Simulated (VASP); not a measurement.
## B: single point with PBE

Crystal: B.

```
CELL_PARAMETERS angstrom
0.00000 2.02614 2.02614
2.02614 0.00000 2.02614
2.02614 2.02614 0.00000
ATOMIC_POSITIONS crystal
B 0.00000 0.00000 0.00000
B 0.25000 0.25000 0.25000
```

- Program: VASP 6.6.1
- Task: single point
- Functional: PBE
- Potentials or basis: VASP PAW PBE potentials, release 64 (B)
- Cutoff: 520 eV
- k mesh: 16 × 16 × 16
- Occupations: fermi-dirac, width 0.05 eV
- Spin: no spin polarisation

```json
{
  "Pressure": "0.0 GPa",
  "Band gap on the k mesh": "zero (band 3 reaches 7.78 eV, above the bottom of band 4 at 0.61 eV)"
}
```

Levels at points of the mesh, in eV from the Fermi level:
```csv
k point,band 1,band 2,band 3,band 4,band 5,band 6,band 7
"(0.00, 0.00, 0.00)",-12.88,4.02,4.02,4.02,8.17,8.17,8.17
"(0.50, 0.00, 0.00)",-8.04,-7.00,1.69,1.69,10.23,10.23,11.88
"(0.50, 0.50, 0.00)",-5.96,-5.96,-1.29,-1.29,7.19,7.19,18.18
```

Wall time 26 s on 1 thread of Intel Xeon 6975P-C (shared host), peak memory 0.14 GiB.
